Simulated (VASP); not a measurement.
TiO: single point with PBEsol

Crystal: TiO.

```
Ti O
1.0
     3.03100    0.00000    0.00000
    -1.51550    2.62492    0.00000
     0.00000    0.00000    3.23770
Ti O
1 1
Direct
  0.66667 0.33333 0.00000
  0.00000 0.00000 0.50000
```

```yaml
Program: VASP 6.6.1
Task: single point
Functional: PBEsol
Potentials_or_basis: VASP PAW PBE potentials, release 64 (Ti_sv, O)
Cutoff: 520 eV
k_mesh: 9 × 9 × 7
Occupations: gaussian, width 0.01 eV
Spin: no spin polarisation
```

```
Pressure               : -40.3 GPa
Band gap on the k mesh : 0.13 eV, direct
```

Stress tensor (GPa, compression positive):
```
-33.61   0.00   0.00
  0.00 -33.61   0.00
  0.00   0.00 -53.58
```

Levels at points of the mesh, in eV from the valence-band top:
```
           k point  band 7  band 8  band 9  band 10  band 11  band 12
(0.00, 0.00, 0.00)   -3.80   -3.80   -2.34     0.56     1.03     1.03
```

Run time: 7.6 s on 1 thread of Intel(R) Xeon(R) 6975P-C (Granite Rapids), on a shared host, peak memory 0.14 GiB.

Caveat: the PAW data sets were made with another functional, which shifts forces and pressure a little. A k mesh can miss the band edges.
